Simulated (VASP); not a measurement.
# ZnS (F-43m) in VASP: a series of runs

ZnS is run at these levels: BLYP+D4, HSE06; tasks: relaxation of cell and atoms, single point.

Everything below comes from runs of VASP 6.6.1. Logs are shortened: lines on timing, memory, paths and dates and some standing lists are left out, and cuts for length are marked.

**The experiment to reproduce.**

“Electronic, vibrational, and thermodynamic properties of ZnS (zincblende and rocksalt structure)”, 2009, arxiv:0911.5022 quotes, for a bulk crystal of ZnS at 19 K: band gap 3.85 eV (direct).

The runs below are set against these values where they give the same quantity.

### 1 The cell of the first run

Symmetry: F-43m, No. 216, cubic system. The conventional cell has a = 5.404 Å, b = 5.404 Å, c = 5.404 Å, α = 90.00°, β = 90.00°, γ = 90.00°. Zn (site symmetry -43m) has 4 S at 2.34 Å within 3.1 Å. Within 3.1 Å of S (site symmetry -43m) lie 4 Zn at 2.34 Å.

### 2 Relaxation of cell and atoms, BLYP+D4

Contents of INCAR:

```
SYSTEM = ZnS
PREC = Accurate
ENCUT = 600
EDIFF = 1E-7
ISMEAR = -1
SIGMA = 0.05
LREAL = .False.
LASPH = .True.
NELM = 100
ALGO = Normal
ISIF = 3
LWAVE = .False.
LCHARG = .False.
GGA = B5
ALDAX = 1.0
AGGAX = 1.0
AGGAC = 1.0
ALDAC = 0.0
IVDW = 13
VDW_S6 = 1.0
VDW_S8 = 2.34076671
VDW_A1 = 0.44488865
VDW_A2 = 4.0933009
IBRION = 2
NSW = 60
EDIFFG = -0.01
```

Contents of KPOINTS:

```
regular mesh
0
Gamma
  9 9 9
  0 0 0
```

Contents of POSCAR:

```
ZnS
1.0
    0.0000000000      2.7020000000      2.7020000000
    2.7020000000      0.0000000000      2.7020000000
    2.7020000000      2.7020000000      0.0000000000
Zn S
1 1
Direct
    0.7500000000      0.7500000000      0.7500000000
    0.0000000000      0.0000000000      0.0000000000
```

Potentials or basis: VASP PAW PBE potentials, release 64 (Zn, S).

The run is started by

```
cat potpaw_PBE.64/Zn/POTCAR potpaw_PBE.64/S/POTCAR > POTCAR
mpirun -np 1 vasp_std > vasp.out
```

OUTCAR:

```text
SYSTEM = ZnS
   PREC = Accurate
   ENCUT = 600
   EDIFF = 1E-7
   ISMEAR = -1
   LREAL = .False.
   LASPH = .True.
   NELM = 100
   ISIF = 3
   GGA = B5
   IVDW = 13
   IBRION = 2
   NSW = 60
   EDIFFG = -0.01

 ion  position               nearest neighbor table
   1  0.750  0.750  0.750-   2 2.34   2 2.34   2 2.34   2 2.34
   2  0.000  0.000  0.000-   1 2.34   1 2.34   1 2.34   1 2.34

  LATTYP: Found a face centered cubic cell.
 ALAT       =     5.4040000000

  Lattice vectors:

 A1 = (   0.0000000000,   2.7020000000,   2.7020000000)
 A2 = (   2.7020000000,   0.0000000000,   2.7020000000)
 A3 = (   2.7020000000,   2.7020000000,   0.0000000000)

Analysis of symmetry for initial positions (statically):
=====================================================================
 Subroutine PRICEL returns:
 Original cell was already a primitive cell.

 Routine SETGRP: Setting up the symmetry group for a
 face centered cubic supercell.

 Subroutine GETGRP returns: Found 24 space group operations
 (whereof 24 operations were pure point group operations)
 out of a pool of 48 trial point group operations.

The static configuration has the point symmetry T_d .

Analysis of symmetry for dynamics (positions and initial velocities):
=====================================================================
 Subroutine PRICEL returns:
 Original cell was already a primitive cell.

 Routine SETGRP: Setting up the symmetry group for a
 face centered cubic supercell.

 Subroutine GETGRP returns: Found 24 space group operations
 (whereof 24 operations were pure point group operations)
 out of a pool of 48 trial point group operations.

The dynamic configuration has the point symmetry T_d .

 Subroutine INISYM returns: Found 24 space group operations
 (whereof 24 operations are pure point group operations),
 and found     1 'primitive' translations

----------------------------------------------------------------------------------------

                                     Primitive cell

  volume of cell :      39.4535

  direct lattice vectors                    reciprocal lattice vectors
     0.000000000  2.702000000  2.702000000    -0.185048113  0.185048113  0.185048113
     2.702000000  0.000000000  2.702000000     0.185048113 -0.185048113  0.185048113
[... 154 lines left out ...]
     0.000000000  2.702000000  2.702000000    -0.185048113  0.185048113  0.185048113
     2.702000000  0.000000000  2.702000000     0.185048113 -0.185048113  0.185048113
     2.702000000  2.702000000  0.000000000     0.185048113  0.185048113 -0.185048113

 POSITION                                       TOTAL-FORCE (eV/Angst)
 -----------------------------------------------------------------------------------
      4.05300      4.05300      4.05300         0.000000     -0.000000     -0.000000
      0.00000      0.00000      0.00000        -0.000000      0.000000      0.000000
 -----------------------------------------------------------------------------------
    total drift:                                0.000000      0.000000      0.000000

  FREE ENERGIE OF THE ION-ELECTRON SYSTEM (eV)
  ---------------------------------------------------
  free  energy   TOTEN  =        -6.9395783233 eV

  energy  without entropy=       -6.9395783232  energy(sigma->0) =       -6.93957832

--------------------------------------- Ionic step        2  -------------------------------------------

 number of electron      17.9999999 magnetization

 Free energy of the ion-electron system (eV)
  ---------------------------------------------------
  ext. energy  EPLUGINS =         0.00000000
  ---------------------------------------------------
  free energy    TOTEN  =        -5.78495716 eV

  energy without entropy =       -5.78495716  energy(sigma->0) =       -5.78495716

 E-fermi :   3.4037     XC(G=0):  -9.1078

 val. band max:        2.4634808256   @ k =   0.0000   0.0000   0.0000
 cond. band min:       4.5827516494   @ k =   0.0000   0.0000   0.0000
 fundamental gap:      2.1192708239
 Fermi energy:         3.4037463458

 k-point     1 :       0.0000    0.0000    0.0000
  band No.  band energies     occupation
      1     -10.6290      2.00000
      2      -3.9644      2.00000
      3      -3.9644      2.00000
      4      -3.9644      2.00000
      5      -3.4841      2.00000
      6      -3.4841      2.00000
      7       2.4635      2.00000
      8       2.4635      2.00000
      9       2.4635      2.00000
     10       4.5828      0.00000
     11       8.9141      0.00000
     12       8.9141      0.00000
     13       8.9141      0.00000
[... 354 lines left out ...]
  band No.  band energies     occupation
      1      -9.4583      2.00000
      2      -3.9601      2.00000
      3      -3.6452      2.00000
      4      -3.6452      2.00000
      5      -3.4131      2.00000
      6      -3.3201      2.00000
      7      -1.9437      2.00000
      8       0.3390      2.00000
      9       0.3390      2.00000
     10       6.0875      0.00000
     11       6.6421      0.00000
     12      13.2264      0.00000
     13      14.0042      0.00000

 [... further k-points ...]

------------------------ aborting loop because EDIFF is reached ----------------------------------------

  DFT-D4 for vdW energy calculation

  Edisp (eV):   -1.15463

  FORCE on cell =-STRESS in cart. coord.  units (eV):
  Direction    XX          YY          ZZ          XY          YZ          ZX
  --------------------------------------------------------------------------------------
  -------------------------------------------------------------------------------------
  Total      -0.00363    -0.00363    -0.00363     0.00000     0.00000     0.00000
  in kB      -0.14723    -0.14723    -0.14723     0.00000     0.00000     0.00000
  external pressure =       -0.15 kB  Pullay stress =        0.00 kB

 VOLUME and BASIS-vectors are now :
 -----------------------------------------------------------------------------
  energy-cutoff  :      600.00
  volume of cell :       39.51
      direct lattice vectors                 reciprocal lattice vectors
    -0.000000000  2.703341512  2.703341512    -0.184956284  0.184956284  0.184956284
     2.703341512 -0.000000000  2.703341512     0.184956284 -0.184956284  0.184956284
     2.703341512  2.703341512  0.000000000     0.184956284  0.184956284 -0.184956284

 POSITION                                       TOTAL-FORCE (eV/Angst)
 -----------------------------------------------------------------------------------
      4.05501      4.05501      4.05501        -0.000000     -0.000000     -0.000000
      5.40668      2.70334      2.70334         0.000000      0.000000      0.000000
 -----------------------------------------------------------------------------------
    total drift:                                0.000000      0.000000      0.000000

  FREE ENERGIE OF THE ION-ELECTRON SYSTEM (eV)
  ---------------------------------------------------
  free  energy   TOTEN  =        -6.9395833611 eV

  energy  without entropy=       -6.9395833610  energy(sigma->0) =       -6.93958336

 reached required accuracy - stopping structural energy minimisation
```

OSZICAR:

```text
N       E                     dE             d eps       ncg     rms          rms(c)
DAV:   1     0.877716971666E+02    0.87772E+02   -0.95985E+03   910   0.180E+03
DAV:   2     0.227845610507E+00   -0.87544E+02   -0.82795E+02   985   0.305E+02
DAV:   3    -0.621279519397E+01   -0.64406E+01   -0.63956E+01  1130   0.769E+01
DAV:   4    -0.629933111305E+01   -0.86536E-01   -0.86492E-01  1020   0.937E+00
[... 12 lines left out ...]
DAV:   2    -0.578501469791E+01    0.36304E-03   -0.12915E-03  1090   0.110E+00    0.565E-02
DAV:   3    -0.578497062724E+01    0.44071E-04   -0.50834E-05   945   0.676E-02    0.254E-02
DAV:   4    -0.578495969950E+01    0.10928E-04   -0.44929E-06  1101   0.359E-02    0.131E-02
DAV:   5    -0.578495719975E+01    0.24998E-05   -0.16047E-06  1370   0.274E-02    0.248E-03
DAV:   6    -0.578495716150E+01    0.38245E-07   -0.53668E-07   870   0.101E-02
   2 F= -.69395834E+01 E0= -.69395834E+01  d E =-.503785E-05
```

Run time: 39 s. Hardware: 1 thread of Intel Xeon Platinum 8259CL at 2.50GHz (Skylake/Cascade Lake), shared host; peak memory 0.19 GiB.

What came out:

* Free energy: -6.9396 eV
* Relaxed volume: 19.76 Å³/atom
* Relaxed cell: a = 3.823 Å, b = 3.823 Å, c = 3.823 Å, α = 60.00°, β = 60.00°, γ = 60.00°
* Space group after relaxing (to 0.05 Å): F-43m (No. 216)
* Energy gained by relaxing: 0.0 meV/atom
* Ionic steps: 2
* Pressure after relaxing: 0.0 GPa
* Band gap on the k mesh: 2.12 eV, direct
* Dispersion energy per atom: -0.577 eV

Final structure:
```
CELL_PARAMETERS angstrom
0.00000 2.70334 2.70334
2.70334 0.00000 2.70334
2.70334 2.70334 0.00000
ATOMIC_POSITIONS crystal
Zn 0.75000 0.75000 0.75000
S 0.00000 0.00000 0.00000
```

Levels at points of the mesh, in eV from the valence-band top:
```tsv
k point	band 6	band 7	band 8	band 9	band 10	band 11	band 12	band 13
(0.00, 0.00, 0.00)	-5.95	0.00	0.00	0.00	2.12	6.45	6.45	6.45
```

Caveat: the PAW data sets were made with another functional, which shifts forces and pressure a little. As with any semilocal functional, this BLYP gap is likely too small.

(Continued in part 2 of 2.)
